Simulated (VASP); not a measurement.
# Be3Zn2Se5 in VASP: notebook

Runs on Be3Zn2Se5. Level: PBE. Tasks: single point.

All numbers are computed with VASP 6.6.1; they aren't measurements. Logs are shortened: lines on timing, memory, paths and dates and some standing lists are left out, and cuts for length are marked.

## 1. The cell of the first run

The structure is tetragonal, space group I-4m2 (No. 119). The conventional cell has a = 3.801 Å, b = 3.801 Å, c = 27.276 Å, α = 90.00°, β = 90.00°, γ = 90.00°. Within 3.0 Å of Be (site symmetry -4m2) lie 4 Se at 2.27 Å. Within 3.0 Å of Be (site symmetry 2mm) lie 4 Se at 2.27 to 2.28 Å. Zn (site symmetry 2mm) has 4 Se at 2.45 Å within 3.2 Å. Se (site symmetry 2mm) has 2 Be at 2.27 Å and 2 Zn at 2.45 Å within 3.0 Å. Se (site symmetry 2mm) has 2 Be at 2.27 Å and 2 Zn at 2.45 Å within 3.0 Å. Se (site symmetry -4m2) has 4 Be at 2.28 Å within 3.0 Å.

## 2. Single point, PBE

INCAR

```
ALGO = Normal
EDIFF = 1E-6
ENCUT = 520
GGA = PE
ISIF = 2
ISMEAR = 0
LASPH = T
LCHARG = F
LREAL = F
LWAVE = F
NBANDS = 41
NELM = 60
PREC = Accurate
SIGMA = 0.1
```

KPOINTS

```
k-points
0
Gamma
  4 4 4
```

POSCAR

```
Be3Zn2Se5
1.0
    0.0000000000     -3.8009058000      0.0000000000
    3.8009058000      0.0000000000      0.0000000000
   -1.9004529000      1.9004529000     13.6381436000
Be Zn Se
3 2 5
Direct
    0.5000000000      0.5000000000      1.0000000000
    0.7038420000      0.7038420000      0.4076840000
    0.2961580000      0.2961580000      0.5923160000
    0.8979780000      0.8979780000      0.7959560000
    0.1020220000      0.1020220000      0.2040440000
    0.4545600000      0.9545600000      0.9091200000
    0.0454400000      0.5454400000      0.0908800000
    0.6585660000      0.1585660000      0.3171320000
    0.2500000000      0.7500000000      0.5000000000
    0.8414340000      0.3414340000      0.6828680000
```

Potentials or basis: VASP PAW PBE potentials, release 64 (Be, Zn, Se).

Command:

```console
$ cat potpaw_PBE.64/Be/POTCAR potpaw_PBE.64/Zn/POTCAR potpaw_PBE.64/Se/POTCAR > POTCAR
$ mpirun -np 1 vasp_std > vasp.out
```

OUTCAR:

```text
EDIFF = 1E-6
   ENCUT = 520
   GGA = PE
   ISIF = 2
   ISMEAR = 0
   LASPH = T
   LREAL = F
   NELM = 60
   PREC = Accurate

 ion  position               nearest neighbor table
   1  0.500  0.500  0.000-   7 2.27   6 2.27   7 2.27   6 2.27
   2  0.704  0.704  0.408-   8 2.27   8 2.27   9 2.28   9 2.28
   3  0.296  0.296  0.592-  10 2.27  10 2.27   9 2.28   9 2.28
   4  0.898  0.898  0.796-  10 2.45  10 2.45   6 2.45   6 2.45
   5  0.102  0.102  0.204-   8 2.45   8 2.45   7 2.45   7 2.45
   6  0.455  0.955  0.909-   1 2.27   1 2.27   4 2.45   4 2.45
   7  0.045  0.545  0.091-   1 2.27   1 2.27   5 2.45   5 2.45
   8  0.659  0.159  0.317-   2 2.27   2 2.27   5 2.45   5 2.45
   9  0.250  0.750  0.500-   3 2.28   2 2.28   3 2.28   2 2.28
  10  0.841  0.341  0.683-   3 2.27   3 2.27   4 2.45   4 2.45

  LATTYP: Found a body centered tetragonal cell.
 ALAT       =     3.8009058000
 C/A-ratio  =     7.1762597221

  Lattice vectors:

 A1 = (  -1.9004529000,  -1.9004529000, -13.6381436000)
 A2 = (   1.9004529000,   1.9004529000, -13.6381436000)
 A3 = (   1.9004529000,  -1.9004529000,  13.6381436000)

Analysis of symmetry for initial positions (statically):
=====================================================================
 Subroutine PRICEL returns:
 Original cell was already a primitive cell.

 Routine SETGRP: Setting up the symmetry group for a
 body centered tetragonal supercell.

 Subroutine GETGRP returns: Found  8 space group operations
 (whereof  8 operations were pure point group operations)
 out of a pool of 16 trial point group operations.

The static configuration has the point symmetry D_2d.

Analysis of symmetry for dynamics (positions and initial velocities):
=====================================================================
 Subroutine PRICEL returns:
 Original cell was already a primitive cell.

 Routine SETGRP: Setting up the symmetry group for a
 body centered tetragonal supercell.

 Subroutine GETGRP returns: Found  8 space group operations
 (whereof  8 operations were pure point group operations)
 out of a pool of 16 trial point group operations.

The dynamic configuration has the point symmetry D_2d.

 Subroutine INISYM returns: Found  8 space group operations
 (whereof  8 operations are pure point group operations),
 and found     1 'primitive' translations

----------------------------------------------------------------------------------------

                                     Primitive cell

  volume of cell :     197.0287

  direct lattice vectors                    reciprocal lattice vectors
     0.000000000 -3.800905800  0.000000000     0.000000000 -0.263095181  0.036661881
     3.800905800  0.000000000  0.000000000     0.263095181  0.000000000  0.036661881
    -1.900452900  1.900452900 13.638143600     0.000000000  0.000000000  0.073323762

  length of vectors
     3.800905800  3.800905800 13.900446155     0.265637286  0.265637286  0.073323762

  position of ions in fractional coordinates (direct lattice)
     0.500000000  0.500000000  0.000000000
     0.703842000  0.703842000  0.407684000
     0.296158000  0.296158000  0.592316000
     0.897978000  0.897978000  0.795956000
     0.102022000  0.102022000  0.204044000
     0.454560000  0.954560000  0.909120000
     0.045440000  0.545440000  0.090880000
     0.658566000  0.158566000  0.317132000
     0.250000000  0.750000000  0.500000000
     0.841434000  0.341434000  0.682868000

  ion indices of the primitive-cell ions
   primitive index   ion index
                 1           1
                 2           2
                 3           3
                 4           4
                 5           5
                 6           6
                 7           7
                 8           8
                 9           9
                10          10

----------------------------------------------------------------------------------------

 KPOINTS: k-points

Automatic generation of k-mesh.
 Grid dimensions read from file:
 generate k-points for:    4    4    4

 Generating k-lattice:

  Cartesian coordinates                     Fractional coordinates (reciprocal lattice)
     0.000000000 -0.065773795  0.009165470     0.250000000  0.000000000  0.000000000
     0.065773795  0.000000000  0.009165470     0.000000000  0.250000000  0.000000000
     0.000000000  0.000000000  0.018330941     0.000000000  0.000000000  0.250000000

  Length of vectors
     0.066409322  0.066409322  0.018330941

  Shift w.r.t. Gamma in fractional coordinates (k-lattice)
     0.000000000  0.000000000  0.000000000

 Subroutine IBZKPT returns following result:
 ===========================================

 Found     13 irreducible k-points:

 Following reciprocal coordinates:
            Coordinates               Weight
  0.000000  0.000000  0.000000      1.000000
  0.250000  0.000000 -0.000000      8.000000
  0.500000  0.000000 -0.000000      4.000000
  0.250000  0.250000 -0.000000      8.000000
  0.500000  0.250000 -0.000000     16.000000
 -0.250000  0.250000  0.000000      4.000000
  0.500000  0.500000 -0.000000      2.000000
  0.000000  0.000000  0.250000      2.000000
  0.250000  0.000000  0.250000      8.000000
  0.500000  0.000000  0.250000      4.000000
  0.250000  0.250000  0.250000      4.000000
  0.500000  0.500000  0.250000      2.000000
  0.000000  0.000000  0.500000      1.000000
   k-points           NKPTS =     13   k-points in BZ     NKDIM =     13   number of bands    NBANDS=     41
   number of dos      NEDOS =    301   number of ions     NIONS =     10
   total plane-waves  NPLWV =  84672
   dimension x,y,z NGX =    28 NGY =   28 NGZ =  108
   dimension x,y,z NGXF=    56 NGYF=   56 NGZF=  216
   ions per type =               3   2   5
   NGX,Y,Z   is equivalent  to a cutoff of  12.25, 12.25, 12.92 a.u.
   NGXF,Y,Z  is equivalent  to a cutoff of  24.49, 24.49, 25.83 a.u.
 SYSTEM =  unknown system
   PREC   = accura    normal or accurate (medium, high low for compatibility)
   ISTART =      0    job   : 0-new  1-cont  2-samecut
   ICHARG =      2    charge: 1-file 2-atom 10-const
   ISPIN  =      1    spin polarized calculation?
   LNONCOLLINEAR =      F non collinear calculations
   LSORBIT =      F    spin-orbit coupling
   LASPH  =      T    aspherical Exc in radial PAW
   ENCUT  =  520.0 eV  38.22 Ry    6.18 a.u.   7.07  7.07 25.85*2*pi/ulx,y,z
   NELM   =     60;   NELMIN=  2; NELMDL= -5     # of ELM steps
   EDIFF  = 0.1E-05   stopping-criterion for ELM
   LREAL  =      F    real-space projection
   EDIFFG = 0.1E-04   stopping-criterion for IOM
   NSW    =      0    number of steps for IOM
   IBRION =     -1    ionic relax: 0-MD 1-quasi-New 2-CG
   NFREE  =      0    steps in history (QN), initial steepest desc. (CG)
   ISIF   =      2    stress and relaxation
   ISYM   =      2    0-nonsym 1-usesym 2-fastsym
   POTIM  = 0.5000    time-step for ionic-motion
   TEBEG  =    0.0;   TEEND  =   0.0 temperature during run
   PSTRESS=    0.0 pullay stress
   NELECT =      60.0000    total number of electrons
   NUPDOWN=      -1.0000    fix difference up-down
   EMIN   =  10.00;   EMAX   =-10.00  energy-range for DOS
   EFERMI =   0.00;   METHOD = LEGACY
   ISMEAR =     0;   SIGMA  =   0.10  broadening in eV -4-tet -1-fermi 0-gaus
   EFERMI_NEDOS =   21; number of points for ismear=-14 and -15
   IALGO  =     38    algorithm
   IMIX   =      4    mixing-type and parameters
     AMIX     =   0.40;   BMIX     =  1.00
     AMIX_MAG =   1.60;   BMIX_MAG =  1.00
  volume/ion in A,a.u.               =      19.70       132.96
  Fermi-wavevector in a.u.,A,eV,Ry     =   1.101409  2.081362 16.505262  1.213103
  Thomas-Fermi vector in A             =   2.237836
   LORBIT       =      0    0 simple, 1 ext, 2 COOP (PROOUT), +10 PAW based schemes
   GGA     = PE    functional components
   LHFCALC =     F    Hartree Fock is set to
   AEXX    =    0.0000 exact exchange contribution
   IVDW    =     0    specifies the selected vdW correction
   LEPSILON=     F    determine dielectric tensor
   LRPA    =     F    only Hartree local field effects (RPA)
 non-spin polarized calculation
 Gauss-broadening in eV      SIGMA  =   0.10
  energy-cutoff  :      520.00
  volume of cell :      197.03
 maximum number of plane-waves:      5326
   NGX = 15   NGY = 15   NGZ = 51

 number of electron      59.9999985 magnetization

 Free energy of the ion-electron system (eV)
  ---------------------------------------------------
  ext. energy  EPLUGINS =         0.00000000
  ---------------------------------------------------
  free energy    TOTEN  =       -38.25297013 eV

  energy without entropy =      -38.25297013  energy(sigma->0) =      -38.25297013

 E-fermi :   2.9840     XC(G=0):  -9.3097

 val. band max:        2.4987521020   @ k =   0.0000   0.0000   0.0000
 cond. band min:       4.9697005886   @ k =   0.0000   0.0000   0.0000
 fundamental gap:      2.4709484866
 Fermi energy:         2.9839916567

 k-point     1 :       0.0000    0.0000    0.0000
  band No.  band energies     occupation
      1     -11.0441      2.00000
      2     -10.7305      2.00000
      3     -10.5229      2.00000
      4      -9.8225      2.00000
      5      -9.6979      2.00000
      6      -4.0067      2.00000
[... 33 lines left out ...]
     40       7.7524      0.00000
     41       7.7538      0.00000

 k-point     2 :       0.2500    0.0000   -0.0000
  band No.  band energies     occupation
      1     -10.7125      2.00000
      2     -10.4864      2.00000
      3     -10.2688      2.00000
      4      -9.8060      2.00000
      5      -9.6691      2.00000
      6      -3.9924      2.00000
[... 473 lines left out ...]
     40       9.1723      0.00000
     41       9.3011      0.00000

 k-point    13 :       0.0000    0.0000    0.5000
  band No.  band energies     occupation
      1     -10.9735      2.00000
      2     -10.9030      2.00000
      3     -10.3027      2.00000
      4     -10.0473      2.00000
      5      -9.5904      2.00000
      6      -4.0239      2.00000
[... 33 lines left out ...]
     40       7.6945      0.00000
     41       8.1372      0.00000

------------------------ aborting loop because EDIFF is reached ----------------------------------------

  FORCE on cell =-STRESS in cart. coord.  units (eV):
  Direction    XX          YY          ZZ          XY          YZ          ZX
  --------------------------------------------------------------------------------------
  -------------------------------------------------------------------------------------
  Total        0.5518138      0.5518138     -0.0146041      0.0000000      0.0000000      0.0000000
  in kB        4.4871819      4.4871819     -0.1187559      0.0000000      0.0000000      0.0000000
  external PRESSURE =       2.9518693 kB  Pullay stress =       0.0000000 kB

 VOLUME and BASIS-vectors are now :
 -----------------------------------------------------------------------------
  energy-cutoff  :      520.00
  volume of cell :      197.03
      direct lattice vectors                 reciprocal lattice vectors
     0.000000000 -3.800905800  0.000000000     0.000000000 -0.263095181  0.036661881
     3.800905800  0.000000000  0.000000000     0.263095181  0.000000000  0.036661881
    -1.900452900  1.900452900 13.638143600     0.000000000  0.000000000  0.073323762

 POSITION                                       TOTAL-FORCE (eV/Angst)
 -----------------------------------------------------------------------------------
      1.90045     -1.90045      0.00000         0.000000      0.000000      0.000000
      1.90045     -1.90045      5.56005         0.000000      0.000000     -0.000168
      0.00000      0.00000      8.07809         0.000000      0.000000      0.000168
      1.90045     -1.90045     10.85536         0.000000     -0.000000      0.003770
     -0.00000      0.00000      2.78278         0.000000      0.000000     -0.003770
      1.90045      0.00000     12.39871         0.000000      0.000000      0.027865
      1.90045      0.00000      1.23943         0.000000      0.000000     -0.027865
      0.00000     -1.90045      4.32509         0.000000     -0.000000      0.029275
      1.90045      0.00000      6.81907         0.000000      0.000000      0.000000
      0.00000     -1.90045      9.31305        -0.000000      0.000000     -0.029275
 -----------------------------------------------------------------------------------
    total drift:                                0.000002      0.000002      0.000000

  FREE ENERGIE OF THE ION-ELECTRON SYSTEM (eV)
  ---------------------------------------------------
  free  energy   TOTEN  =       -38.2529701313 eV

  energy  without entropy=      -38.2529701313  energy(sigma->0) =      -38.25297013
```

It took 2.7 min on 1 thread of AMD EPYC 7R13, shared host; peak memory 0.29 GiB.

Results:

```yaml
Free_energy: -38.2530 eV
Pressure: 0.3 GPa
Largest_force: 0.029 eV/Å
Band_gap_on_the_k_mesh: 2.47 eV
```

Forces in eV/Å, atoms in the order of the input:
```
Be   0.000  0.000  0.000
Be   0.000  0.000  0.000
Be   0.000  0.000  0.000
Zn   0.000  0.000  0.004
Zn   0.000  0.000 -0.004
Se   0.000  0.000  0.028
Se   0.000  0.000 -0.028
Se   0.000  0.000  0.029
Se   0.000  0.000  0.000
Se   0.000  0.000 -0.029
```

A k mesh can miss the band edges.

## 3. Single point, PBE

INCAR

```
SYSTEM = Be3Zn2Se5
PREC     = Accurate       ! precision mode
ENCUT    = 520            ! plane-wave cutoff, eV
EDIFF    = 1E-7           ! SCF threshold, eV
ISMEAR   = 0              ! smearing method
SIGMA    = 0.1            ! smearing width, eV
LREAL    = .False.        ! projectors in reciprocal space
LASPH    = .True.         ! aspherical terms in the spheres
NELM     = 80             ! most SCF steps
ALGO     = Normal         ! electronic algorithm
ISIF     = 2              ! what is computed and relaxed
LWAVE    = .False.        ! write WAVECAR
LCHARG   = .False.        ! write CHGCAR
GGA      = PE             ! functional
NBANDS   = 41             ! bands
```

KPOINTS

```
Automatic mesh
0
Gamma
  4 4 4
  0 0 0
```

POSCAR

```
Be3Zn2Se5
1.0
   -0.0018706789     -3.8145179645     -0.0014617346
    3.8098000041      0.0018181916      0.0038408917
   -1.8882393713      1.9118940578     13.5571703604
Be Zn Se
3 2 5
Direct
    0.5012556798      0.5031297919      1.0000415353
    0.7044045220      0.7034422916      0.4077180887
    0.2950300469      0.2953039379      0.5923345348
    0.8986974100      0.8952860295      0.7960390759
    0.1000366677      0.1015677430      0.2040604515
    0.4553682650      0.9569991154      0.9090491207
    0.0465271407      0.5459899031      0.0906990050
    0.6577663992      0.1589573539      0.3172450644
    0.2504929544      0.7494477445      0.5000148132
    0.8404209145      0.3398760894      0.6827983106
```

Potentials or basis: VASP PAW PBE potentials, release 64 (Be, Zn, Se).

Command:

```console
$ cat potpaw_PBE.64/Be/POTCAR potpaw_PBE.64/Zn/POTCAR potpaw_PBE.64/Se/POTCAR > POTCAR
$ mpirun -np 1 vasp_std > vasp.out
```

It took 6.8 min on 1 thread of AMD EPYC 7R13, shared host; peak memory 0.39 GiB.

The run converged. Its results:

```yaml
Free_energy: -38.2540 eV
Pressure: 0.3 GPa
Largest_force: 0.036 eV/Å
Band_gap_on_the_k_mesh: 2.47 eV
```

Forces on the atoms (eV/Å):
```
Be  -0.019  0.001 -0.012
Be   0.007  0.004  0.009
Be  -0.002 -0.005  0.002
Zn   0.014  0.004 -0.005
Zn   0.007 -0.019  0.001
Se  -0.006  0.002  0.036
Se   0.002  0.009 -0.011
Se  -0.007  0.006  0.010
Se   0.003  0.011 -0.004
Se   0.000 -0.013 -0.025
```

Stress tensor (GPa, compression positive):
```
 0.34 -0.03 -0.08
-0.03  0.22 -0.03
-0.08 -0.03  0.32
```

Levels at points of the mesh, in eV from the valence-band top:
```tsv
k point	band 26	band 27	band 28	band 29	band 30	band 31	band 32	band 33	band 34	band 35
(0.00, 0.00, 0.00)	-0.74	-0.73	-0.26	-0.01	0.00	2.47	2.73	2.96	3.70	4.02
(0.50, 0.00, 0.00)	-1.54	-1.52	-1.03	-0.56	-0.52	3.06	3.83	3.85	4.32	4.59
(0.00, 0.50, 0.00)	-1.54	-1.53	-1.02	-0.57	-0.53	3.06	3.81	3.83	4.31	4.59
(0.50, 0.50, 0.00)	-2.72	-2.66	-2.62	-2.40	-2.33	2.73	3.22	3.41	3.41	4.24
(0.00, 0.00, 0.50)	-1.04	-0.39	-0.38	-0.25	-0.24	2.63	3.03	3.22	3.56	3.66
(0.50, 0.00, 0.50)	-1.54	-1.52	-1.02	-0.56	-0.52	3.06	3.82	3.85	4.32	4.60
(0.00, 0.50, 0.50)	-1.54	-1.54	-1.04	-0.57	-0.53	3.04	3.83	3.85	4.31	4.58
(0.50, 0.50, 0.50)	-2.71	-2.65	-2.62	-2.40	-2.33	2.72	3.22	3.41	3.42	4.25
```
